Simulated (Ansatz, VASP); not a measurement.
## KBr in VASP and in Ansatz

```
CELL_PARAMETERS angstrom
-0.15741 3.21571 3.21571
3.21571 -0.15741 3.21571
3.21571 3.21571 -0.15741
ATOMIC_POSITIONS crystal
K 0.00000 0.00000 0.00000
Br 0.50000 0.50000 0.50000
```

Alike in both runs: task single point; functional PBE; k mesh 8 × 8 × 8; occupations gaussian, width 0.05 eV; no spin polarisation.

|  | VASP | Ansatz |
| --- | --- | --- |
| version | VASP 6.6.1 | Ansatz 0.2.0 |
| potentials or method | VASP PAW PBE potentials, release 64 (K_sv, Br), cutoff 520 eV | scalar-relativistic, plane waves, PAW |
| valence electrons in the cell | 16 | 16 |

|  | VASP | Ansatz | Ansatz less VASP |
| --- | --- | --- | --- |
| gap on the k mesh at the Fermi level (eV) | 4.33 | 4.33 | +0.002 |
| least direct gap on the mesh (eV) | 4.33 | 4.33 | +0.002 |
| pressure (GPa) | 0.8 | 0.8 | -0.04 |
| traceless stress, the component that is largest in VASP (GPa) | 0.20 | 0.20 | +0.002 |

The functional is the same, so the differences come from potentials, cutoffs and numerics.
